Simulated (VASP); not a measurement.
Set up this calculation in VASP 6.6.1, as the native input.

| Property | Result |
| --- | --- |
| Task | single point |
| Functional | PBE |
| Potentials or basis | VASP PAW PBE potentials, release 64 (Ga_d, Sb) |
| Cutoff | 520 eV |
| k mesh | 4 × 4 × 4 |
| Occupations | gaussian, width 0.1 eV |
| Spin | no spin polarisation |
| Dipole correction | no |
| Further INCAR settings | ALGO = Normal; EDIFF = 1e-07; NBANDS = 22 |

The structure of GaSb3 lies in POSCAR:

```
GaSb3
1.0
    3.1437581100     -3.2138162800      0.0000000000
    3.1437581100      3.2138162800      0.0000000000
    0.0000000000      0.0000000000      6.6203402600
Ga Sb
1 3
Direct
    0.5000000000      0.5000000000      0.0000000000
    0.7301653000      0.2698347000      0.5000000000
    0.2698347000      0.7301653000      0.5000000000
    0.0000000000      0.0000000000      0.0000000000
```

The cell was built from a structure type or drawn by symmetry, and may not be a known phase.

The input as run:

INCAR

```
PREC = Accurate
ENCUT = 520
EDIFF = 1E-7
ISMEAR = 0
SIGMA = 0.1
LREAL = F
LASPH = T
NELM = 100
ALGO = Normal
ISIF = 2
LWAVE = F
LCHARG = F
GGA = PE
NBANDS = 22
```

KPOINTS

```
regular mesh
0
Gamma
  4 4 4
```

Potentials or basis: VASP PAW PBE potentials, release 64 (Ga_d, Sb).

Launch:

```console
$ cat potpaw_PBE.64/Ga_d/POTCAR potpaw_PBE.64/Sb/POTCAR > POTCAR
$ mpirun -np 1 vasp_std > vasp.out
```

Results of the run:

```json
{
 "Pressure": "-5.8 GPa",
 "Largest force": "0.299 eV/Å",
 "Band gap on the k mesh": "zero (bands 14 and 15 overlap by 1.64 eV)"
}
```

Caveat: the cell stands under tension; spin-orbit coupling is left out, which moves the levels of the heavy elements.

Run time: 25 s on 1 thread of Intel(R) Xeon(R) 6975P-C (Granite Rapids), on a shared host, peak memory 0.26 GiB.
